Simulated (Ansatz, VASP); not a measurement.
BeTe in VASP and in Ansatz

```
CELL_PARAMETERS angstrom
0.00000 2.80327 2.80327
2.80327 0.00000 2.80327
2.80327 2.80327 0.00000
ATOMIC_POSITIONS crystal
Be 0.00000 0.00000 0.00000
Te 0.25000 0.25000 0.25000
```

Alike in both runs: task single point; functional PBE; k mesh 6 × 6 × 6; no spin polarisation.

|  | VASP | Ansatz |
| --- | --- | --- |
| version | VASP 6.6.1 | Ansatz 0.2.0 |
| potentials or method | VASP PAW PBE potentials, release 64 (Be, Te) | plane waves, PAW |
| plane-wave cutoff (eV) | 600 | 420 |
| occupations | gaussian, width 0.01 eV | fixed |
| valence electrons in the cell | 8 | 18 |

|  | VASP | Ansatz | Ansatz less VASP |
| --- | --- | --- | --- |
| gap on the k mesh at the Fermi level (eV) | 1.94 | 1.95 | +0.015 |
| pressure (GPa) | 2.0 | 1.9 | -0.15 |

VASP's potentials hold 8 valence electrons a cell and Ansatz's 18, so a difference there can come from the potentials and not from the codes.

Neither program's run includes spin-orbit coupling.
